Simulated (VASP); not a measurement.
The system is Si2BN.

```
Si B N
1.0
     5.48638    0.00000    0.00000
    -2.74319    4.75135    0.00000
     0.00000    0.00000    2.56176
Si B N
2 1 1
Direct
  0.33333 0.66667 0.00000
  0.66667 0.33333 0.00000
  0.00000 0.00000 0.50000
  0.00000 0.00000 0.00000
```

The cell was generated, and may not be a known phase.

- Program: VASP 6.6.1
- Task: relaxation of cell and atoms
- Functional: PBE
- Potentials or basis: VASP PAW PBE potentials, release 64 (Si, B, N)
- Cutoff: 600 eV
- k mesh: 6 × 6 × 6
- Occupations: gaussian, width 0.1 eV
- Spin: no spin polarisation

At the start: pressure 0.1 GPa; volume 16.69 Å³/atom.

Task: How do energy, volume and symmetry change on relaxing?

Result: Over 8 steps the energy falls by 100.3 meV/atom and the volume is 13.67 Å³/atom (-18.1 %); space group P6/mmm (No. 191, to 0.1 Å) before and after.

The path:
| step | energy change (eV) | largest force (eV/Å) | pressure (GPa) | volume (Å³) |
| --- | --- | --- | --- | --- |
| 1 | 0.0000 | 0.0000 | 0.10 | 66.78 |
| 2 | -0.0230 | 0.0000 | -11.23 | 66.69 |
| 3 | -0.1122 | 0.0000 | -6.11 | 66.78 |
| 4 | -0.2980 | 0.0000 | -4.70 | 61.38 |
| 5 | -0.4004 | 0.0000 | -0.76 | 54.95 |
| 6 | -0.4004 | 0.0000 | -0.54 | 54.73 |
| 7 | -0.3971 | 0.0000 | 1.34 | 54.61 |
| 8 | -0.4014 | 0.0000 | 0.06 | 54.69 |

Final structure:
```xyz
4
Lattice="4.8921 0.0000 0.0000 -2.4461 4.2367 0.0000 0.0000 0.0000 2.6388" Properties=species:S:1:pos:R:3 pbc="T T T"
Si    0.0000    2.8245    0.0000
Si    2.4461    1.4122    0.0000
B     0.0000    0.0000    1.3194
N     0.0000    0.0000    0.0000
```

Caveat: the k points lie up to 0.40 Å⁻¹ apart in the final cell, too coarse for converged energies and pressures of a metal; the volume moved by over 15 % at a fixed basis, so the end points are rough; the highest band is partly filled, so the run has too few bands.
